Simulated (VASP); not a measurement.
# SiC (Moissanite 3C) (F-43m) in VASP: notebook

The runs below take SiC (Moissanite 3C) through single point, with PBE+D3(BJ).

Everything below comes from runs of VASP 6.6.1. Logs are shortened: lines on timing, memory, paths and dates and some standing lists are left out, and cuts for length are marked.

## 1. The cell of the first run

The structure is cubic, space group F-43m (No. 216). The conventional cell has a = 4.415 Å, b = 4.415 Å, c = 4.415 Å, α = 90.00°, β = 90.00°, γ = 90.00°. Within 2.5 Å of Si (site symmetry -43m) lie 4 C at 1.91 Å. Within 2.5 Å of C (site symmetry -43m) lie 4 Si at 1.91 Å.

## 2. Single point, PBE+D3(BJ)

INCAR

```
PREC     = Accurate       # precision mode
ENCUT    = 600            # plane-wave cutoff, eV
EDIFF    = 1E-6           # SCF threshold, eV
ISMEAR   = -1             # smearing method
SIGMA    = 0.05           # smearing width, eV
LREAL    = F              # projectors in reciprocal space
LASPH    = T              # aspherical terms in the spheres
NELM     = 120            # most SCF steps
ALGO     = Normal         # electronic algorithm
ISIF     = 2              # what is computed and relaxed
LWAVE    = F              # write WAVECAR
LCHARG   = F              # write CHGCAR
GGA      = PE             # functional
IVDW     = 12             # dispersion correction
NBANDS   = 11             # bands
GGA_COMPAT= F
```

KPOINTS

```
regular mesh
0
Gamma
  10 10 10
```

POSCAR

```
SiC
1.0
    0.0000000000      2.2076743409      2.2076743409
    2.2076743409      0.0000000000      2.2076743409
    2.2076743409      2.2076743409      0.0000000000
Si C
1 1
Direct
    0.0000000000      0.0000000000      0.0000000000
    0.7500000000      0.7500000000      0.7500000000
```

Potentials or basis: VASP PAW PBE potentials, release 64 (Si, C).

On the command line:

```bash
$ cat potpaw_PBE.64/Si/POTCAR potpaw_PBE.64/C/POTCAR > POTCAR
$ mpirun -np 1 vasp_std > vasp.out
```

OUTCAR:

```text
PREC = Accurate
   ENCUT = 600
   EDIFF = 1E-6
   ISMEAR = -1
   LREAL = F
   LASPH = T
   NELM = 120
   ISIF = 2
   GGA = PE
   IVDW = 12
 IVDW          = 12

 ion  position               nearest neighbor table
   1  0.000  0.000  0.000-   2 1.91   2 1.91   2 1.91   2 1.91
   2  0.750  0.750  0.750-   1 1.91   1 1.91   1 1.91   1 1.91

  LATTYP: Found a face centered cubic cell.
 ALAT       =     4.4153486818

  Lattice vectors:

 A1 = (   0.0000000000,   2.2076743409,   2.2076743409)
 A2 = (   2.2076743409,   0.0000000000,   2.2076743409)
 A3 = (   2.2076743409,   2.2076743409,   0.0000000000)

Analysis of symmetry for initial positions (statically):
=====================================================================
 Subroutine PRICEL returns:
 Original cell was already a primitive cell.

 Routine SETGRP: Setting up the symmetry group for a
 face centered cubic supercell.

 Subroutine GETGRP returns: Found 24 space group operations
 (whereof 24 operations were pure point group operations)
 out of a pool of 48 trial point group operations.

The static configuration has the point symmetry T_d .

Analysis of symmetry for dynamics (positions and initial velocities):
=====================================================================
 Subroutine PRICEL returns:
 Original cell was already a primitive cell.

 Routine SETGRP: Setting up the symmetry group for a
 face centered cubic supercell.

 Subroutine GETGRP returns: Found 24 space group operations
 (whereof 24 operations were pure point group operations)
 out of a pool of 48 trial point group operations.

The dynamic configuration has the point symmetry T_d .

 Subroutine INISYM returns: Found 24 space group operations
 (whereof 24 operations are pure point group operations),
 and found     1 'primitive' translations

----------------------------------------------------------------------------------------

                                     Primitive cell

  volume of cell :      21.5196

  direct lattice vectors                    reciprocal lattice vectors
     0.000000000  2.207674341  2.207674341    -0.226482679  0.226482679  0.226482679
     2.207674341  0.000000000  2.207674341     0.226482679 -0.226482679  0.226482679
     2.207674341  2.207674341  0.000000000     0.226482679  0.226482679 -0.226482679

  length of vectors
     3.122122994  3.122122994  3.122122994     0.392279508  0.392279508  0.392279508

  position of ions in fractional coordinates (direct lattice)
     0.000000000  0.000000000  0.000000000
     0.750000000  0.750000000  0.750000000

  ion indices of the primitive-cell ions
   primitive index   ion index
                 1           1
                 2           2

----------------------------------------------------------------------------------------

 KPOINTS: regular mesh

Automatic generation of k-mesh.
 Grid dimensions read from file:
 generate k-points for:   10   10   10

 Generating k-lattice:

  Cartesian coordinates                     Fractional coordinates (reciprocal lattice)
    -0.022648268  0.022648268  0.022648268     0.100000000  0.000000000  0.000000000
     0.022648268 -0.022648268  0.022648268     0.000000000  0.100000000  0.000000000
     0.022648268  0.022648268 -0.022648268     0.000000000  0.000000000  0.100000000

  Length of vectors
     0.039227951  0.039227951  0.039227951

  Shift w.r.t. Gamma in fractional coordinates (k-lattice)
     0.000000000  0.000000000  0.000000000

 Subroutine IBZKPT returns following result:
 ===========================================

 Found     47 irreducible k-points:

 Following reciprocal coordinates:
            Coordinates               Weight
  0.000000  0.000000  0.000000      1.000000
  0.100000  0.000000  0.000000      8.000000
  0.200000  0.000000  0.000000      8.000000
  0.300000  0.000000  0.000000      8.000000
  0.400000  0.000000  0.000000      8.000000
  0.500000  0.000000  0.000000      4.000000
[... 16 lines left out ...]
  0.300000  0.300000  0.000000      6.000000
  0.400000  0.300000  0.000000     24.000000
 [... further k-points ...]
   k-points           NKPTS =     47   k-points in BZ     NKDIM =     47   number of bands    NBANDS=     11
   number of dos      NEDOS =    301   number of ions     NIONS =      2
   total plane-waves  NPLWV =  21952
   dimension x,y,z NGX =    28 NGY =   28 NGZ =   28
   dimension x,y,z NGXF=    56 NGYF=   56 NGZF=   56
   ions per type =               1   1
   NGX,Y,Z   is equivalent  to a cutoff of  14.91, 14.91, 14.91 a.u.
   NGXF,Y,Z  is equivalent  to a cutoff of  29.82, 29.82, 29.82 a.u.
 SYSTEM =  unknown system
   PREC   = accura    normal or accurate (medium, high low for compatibility)
   ISTART =      0    job   : 0-new  1-cont  2-samecut
   ICHARG =      2    charge: 1-file 2-atom 10-const
   ISPIN  =      1    spin polarized calculation?
   LNONCOLLINEAR =      F non collinear calculations
   LSORBIT =      F    spin-orbit coupling
   LASPH  =      T    aspherical Exc in radial PAW
   ENCUT  =  600.0 eV  44.10 Ry    6.64 a.u.   6.24  6.24  6.24*2*pi/ulx,y,z
   NELM   =    120;   NELMIN=  2; NELMDL= -5     # of ELM steps
   EDIFF  = 0.1E-05   stopping-criterion for ELM
   LREAL  =      F    real-space projection
   EDIFFG = 0.1E-04   stopping-criterion for IOM
   NSW    =      0    number of steps for IOM
   IBRION =     -1    ionic relax: 0-MD 1-quasi-New 2-CG
   NFREE  =      0    steps in history (QN), initial steepest desc. (CG)
   ISIF   =      2    stress and relaxation
   ISYM   =      2    0-nonsym 1-usesym 2-fastsym
   POTIM  = 0.5000    time-step for ionic-motion
   TEBEG  =    0.0;   TEEND  =   0.0 temperature during run
   PSTRESS=    0.0 pullay stress
   NELECT =       8.0000    total number of electrons
   NUPDOWN=      -1.0000    fix difference up-down
   EMIN   =  10.00;   EMAX   =-10.00  energy-range for DOS
   EFERMI =   0.00;   METHOD = LEGACY
   ISMEAR =    -1;   SIGMA  =   0.05  broadening in eV -4-tet -1-fermi 0-gaus
   EFERMI_NEDOS =   21; number of points for ismear=-14 and -15
   IALGO  =     38    algorithm
   IMIX   =      4    mixing-type and parameters
     AMIX     =   0.40;   BMIX     =  1.00
     AMIX_MAG =   1.60;   BMIX_MAG =  1.00
  volume/ion in A,a.u.               =      10.76        72.61
  Fermi-wavevector in a.u.,A,eV,Ry     =   1.177136  2.224464 18.852888  1.385648
  Thomas-Fermi vector in A             =   2.313487
   LORBIT       =      0    0 simple, 1 ext, 2 COOP (PROOUT), +10 PAW based schemes
   GGA     = PE    functional components
   LHFCALC =     F    Hartree Fock is set to
   AEXX    =    0.0000 exact exchange contribution
   IVDW    =    12    specifies the selected vdW correction
   LEPSILON=     F    determine dielectric tensor
   LRPA    =     F    only Hartree local field effects (RPA)
 non-spin polarized calculation
  energy-cutoff  :      600.00
  volume of cell :       21.52
 maximum number of plane-waves:       728
 NGX is ok and might be reduce to    28
   NGX = 13   NGY = 13   NGZ = 13

 number of electron       8.0000000 magnetization

 Free energy of the ion-electron system (eV)
  ---------------------------------------------------
  ext. energy  EPLUGINS =         0.00000000
  ---------------------------------------------------
  free energy    TOTEN  =       -15.05399522 eV

  energy without entropy =      -15.05399521  energy(sigma->0) =      -15.05399522

 E-fermi :   8.3869     XC(G=0): -11.1857

 val. band max:        7.6722017698   @ k =   0.0000   0.0000   0.0000
 cond. band min:       9.0647146785   @ k =   0.5000   0.5000   0.0000
 fundamental gap:      1.3925129087
 Fermi energy:         8.3868533837

 k-point     1 :       0.0000    0.0000    0.0000
  band No.  band energies     occupation
      1      -7.4265      2.00000
      2       7.6722      2.00000
      3       7.6722      2.00000
      4       7.6722      2.00000
      5      13.4475      0.00000
      6      14.7129      0.00000
      7      14.7129      0.00000
      8      14.7129      0.00000
      9      21.9529      0.00000
     10      21.9529      0.00000
     11      23.5529      0.00000

 k-point     2 :       0.1000    0.0000    0.0000
  band No.  band energies     occupation
      1      -7.2372      2.00000
      2       6.6679      2.00000
      3       7.5396      2.00000
      4       7.5396      2.00000
      5      13.7621      0.00000
      6      14.9398      0.00000
      7      14.9506      0.00000
      8      14.9506      0.00000
      9      21.0391      0.00000
     10      21.0391      0.00000
     11      23.6016      0.00000

 k-point     3 :       0.2000    0.0000    0.0000
  band No.  band energies     occupation
      1      -6.6780      2.00000
      2       4.5850      2.00000
      3       7.2355      2.00000
      4       7.2355      2.00000
      5      13.5274      0.00000
      6      15.3175      0.00000
      7      15.3175      0.00000
      8      16.0955      0.00000
      9      20.3851      0.00000
     10      20.3851      0.00000
     11      22.7530      0.00000

 k-point     4 :       0.3000    0.0000    0.0000
  band No.  band energies     occupation
      1      -5.7856      2.00000
      2       2.3305      2.00000
      3       6.9224      2.00000
      4       6.9224      2.00000
      5      13.1218      0.00000
      6      15.2303      0.00000
      7      15.2303      0.00000
      8      17.1152      0.00000
      9      21.1420      0.00000
     10      21.1420      0.00000
     11      22.4319      0.00000
[... 239 lines left out ...]
 k-point    22 :      -0.2000    0.2000    0.0000
  band No.  band energies     occupation
      1      -5.4856      2.00000
      2       2.9309      2.00000
      3       4.5310      2.00000
      4       7.0254      2.00000
      5      14.0296      0.00000
      6      15.3492      0.00000
      7      15.7964      0.00000
      8      16.5131      0.00000
      9      19.0434      0.00000
     10      22.7074      0.00000
     11      26.3686      0.00000

 k-point    23 :       0.3000    0.3000    0.0000
  band No.  band energies     occupation
      1      -5.2265      2.00000
      2       3.3240      2.00000
      3       5.3658      2.00000
      4       5.3658      2.00000
      5      10.7772      0.00000
      6      13.1344      0.00000
      7      18.8259      0.00000
      8      18.8259      0.00000
      9      19.6358      0.00000
     10      24.4641      0.00000
     11      28.9000      0.00000

 k-point    24 :       0.4000    0.3000    0.0000
  band No.  band energies     occupation
      1      -4.3885      2.00000
      2       2.1349      2.00000
      3       4.5995      2.00000
      4       5.1092      2.00000
      5      10.5118      0.00000
      6      13.1349      0.00000
      7      18.8789      0.00000
      8      19.2354      0.00000
      9      20.9866      0.00000
     10      25.3922      0.00000
     11      28.3190      0.00000

 [... further k-points ...]

------------------------ aborting loop because EDIFF is reached ----------------------------------------

 Edisp (eV)   -0.57906

 E8    (eV) :    -0.2177

  FORCE on cell =-STRESS in cart. coord.  units (eV):
  Direction    XX          YY          ZZ          XY          YZ          ZX
  --------------------------------------------------------------------------------------
  -------------------------------------------------------------------------------------
  Total      -1.26252    -1.26252    -1.26252    -0.00000    -0.00000    -0.00000
  in kB     -93.99672   -93.99672   -93.99672    -0.00000    -0.00000    -0.00000
  external pressure =      -94.00 kB  Pullay stress =        0.00 kB

 VOLUME and BASIS-vectors are now :
 -----------------------------------------------------------------------------
  energy-cutoff  :      600.00
  volume of cell :       21.52
      direct lattice vectors                 reciprocal lattice vectors
     0.000000000  2.207674341  2.207674341    -0.226482679  0.226482679  0.226482679
     2.207674341  0.000000000  2.207674341     0.226482679 -0.226482679  0.226482679
     2.207674341  2.207674341  0.000000000     0.226482679  0.226482679 -0.226482679

 POSITION                                       TOTAL-FORCE (eV/Angst)
 -----------------------------------------------------------------------------------
      0.00000      0.00000      0.00000         0.000000      0.000000      0.000000
      3.31151      3.31151      3.31151        -0.000000     -0.000000      0.000000
 -----------------------------------------------------------------------------------
    total drift:                                0.000000      0.000000      0.000000

  FREE ENERGIE OF THE ION-ELECTRON SYSTEM (eV)
  ---------------------------------------------------
  free  energy   TOTEN  =       -15.6330601931 eV

  energy  without entropy=      -15.6330601811  energy(sigma->0) =      -15.63306019
```

It took 37 s on 1 thread of Intel Xeon 8259CL, shared host; peak memory 0.17 GiB.

What came out:

* Free energy: -15.6331 eV
* Pressure: -9.4 GPa
* Band gap on the k mesh: 1.39 eV, indirect (least direct gap 4.50 eV)
* Dispersion energy per atom: -0.290 eV

Levels at points of the mesh, in eV from the valence-band top:
| k point | band 1 | band 2 | band 3 | band 4 | band 5 | band 6 | band 7 | band 8 |
| --- | --- | --- | --- | --- | --- | --- | --- | --- |
| (0.00, 0.00, 0.00) | -15.10 | 0.00 | 0.00 | 0.00 | 5.78 | 7.04 | 7.04 | 7.04 |
| (0.50, 0.00, 0.00) | -11.68 | -8.32 | -1.04 | -1.04 | 5.08 | 7.07 | 7.07 | 9.84 |
| (0.50, 0.50, 0.00) | -10.26 | -7.67 | -3.11 | -3.11 | 1.39 | 4.19 | 13.58 | 13.58 |

A k mesh can miss the band edges. Expect the measured gap to be larger: semilocal functionals such as PBE lack the derivative discontinuity.

## 3. Single point, PBE+D3(BJ)

This run uses another cell than the first one, of 10.97 Å³/atom, 1.019 times its volume.

INCAR

```
SYSTEM = SiC
PREC = Accurate ; ENCUT = 600
EDIFF = 1E-6 ; ISMEAR = -1
SIGMA = 0.05 ; LREAL = .False.
LASPH = .True. ; NELM = 120
ALGO = Normal ; ISIF = 2
LWAVE = .False. ; LCHARG = .False.
GGA = PE ; IVDW = 12
NBANDS = 11 ; GGA_COMPAT = .False.
```

KPOINTS

```
regular mesh
0
Gamma
  10 10 10
  0 0 0
```

POSCAR

```
SiC
1.0
    0.0000000000      2.2217363401      2.2217363401
    2.2217363401      0.0000000000      2.2217363401
    2.2217363401      2.2217363401      0.0000000000
Si C
1 1
Direct
    0.0000000000      0.0000000000      0.0000000000
    0.7500000000      0.7500000000      0.7500000000
```

Potentials or basis: VASP PAW PBE potentials, release 64 (Si, C).

On the command line:

```bash
$ cat potpaw_PBE.64/Si/POTCAR potpaw_PBE.64/C/POTCAR > POTCAR
$ mpirun -np 1 vasp_std > vasp.out
```

It took 36 s on 1 thread of Intel Xeon 8259CL, shared host; peak memory 0.16 GiB.

Results (log left out):

* Free energy: -15.6048 eV
* Pressure: -12.8 GPa
* Band gap on the k mesh: 1.41 eV, indirect (least direct gap 4.48 eV)
* Dispersion energy per atom: -0.284 eV

Levels at points of the mesh, in eV from the valence-band top:
```tsv
k point	band 1	band 2	band 3	band 4	band 5	band 6	band 7	band 8	band 9
(0.00, 0.00, 0.00)	-14.95	0.00	0.00	0.00	5.55	6.91	6.91	6.91	14.17
(0.50, 0.00, 0.00)	-11.60	-8.22	-1.04	-1.04	4.91	6.99	6.99	9.73	15.52
(0.50, 0.50, 0.00)	-10.21	-7.62	-3.07	-3.07	1.41	4.12	13.36	13.36	14.03
```

A k mesh can miss the band edges. PBE gaps usually lie below the measured ones, often by a third to a half.
